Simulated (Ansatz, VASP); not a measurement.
## AlCu3 in VASP and in Ansatz

```
Al Cu
1.0
     3.60503    0.00000    0.00000
     0.00000    3.60503    0.00000
     0.00000    0.00000    3.60503
Al Cu
1 3
Cartesian
  0.0000 0.0000 0.0000
  1.8025 1.8025 0.0000
  1.8025 0.0000 1.8025
  0.0000 1.8025 1.8025
```

Alike in both runs: task single point; functional r2SCAN; k mesh 12 × 12 × 12; occupations gaussian, width 0.1 eV; no spin polarisation.

|  | VASP | Ansatz |
| --- | --- | --- |
| version | VASP 6.6.1 | Ansatz 0.2.0 |
| potentials or method | VASP PAW PBE potentials, release 64 (Al, Cu), cutoff 520 eV | scalar-relativistic, plane waves, PAW |
| valence electrons in the cell | 36 | 60 |

Ansatz gave:

```
gap on the k mesh at the Fermi level (eV) : none
pressure (GPa)                            : 5.0
```

Question: Which values does VASP return?

Answer: gap on the k mesh at the Fermi level (eV): none; pressure (GPa): 5.2.

VASP's potentials were made for PBE, not for r2SCAN. A gap of «none» marks a metal or a gap that the smearing closes. With one functional, cell and mesh, what is left measures potentials, basis and numerics. VASP's potentials hold 36 valence electrons a cell and Ansatz's 60, so a difference there can come from the potentials and not from the codes.
